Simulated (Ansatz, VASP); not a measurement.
**Two plane-wave programs on HfO2**

```
Hf O
1.0
     0.00000    2.47860    2.47860
     2.47860    0.00000    2.47860
     2.47860    2.47860    0.00000
Hf O
1 2
Direct
  0.00000 0.00000 0.00000
  0.25000 0.25000 0.25000
  0.75000 0.75000 0.75000
```

Change from the starting cell: hydrostatic strain -2.0%.

Alike in both runs: task single point; functional HSE06; k mesh 6 × 6 × 6; no spin polarisation.

|  | VASP | Ansatz |
| --- | --- | --- |
| version | VASP 6.6.1 | Ansatz 0.2.0 |
| potentials or method | VASP PAW PBE potentials, release 64 (Hf_pv, O) | plane waves, PAW |
| plane-wave cutoff (eV) | 520 | 420 |
| occupations | gaussian, width 0.01 eV | fixed |
| valence electrons in the cell | 22 | 38 |

VASP gave:

| Property | Result |
| --- | --- |
| gap on the k mesh at the Fermi level (eV) | 5.55 |
| pressure (GPa) | 12.5 |

Problem. What did Ansatz give for the same quantities?

Solution. gap on the k mesh at the Fermi level (eV): 5.58; pressure (GPa): 18.1.

One of these differences is far larger than is usual between the two programs; its cause wasn't traced. VASP's potentials hold 22 valence electrons a cell and Ansatz's 38, so a difference there can come from the potentials and not from the codes. Ansatz's warnings: stress exchange threshold loose, stress scf threshold loose.

Neither program's run includes spin-orbit coupling.
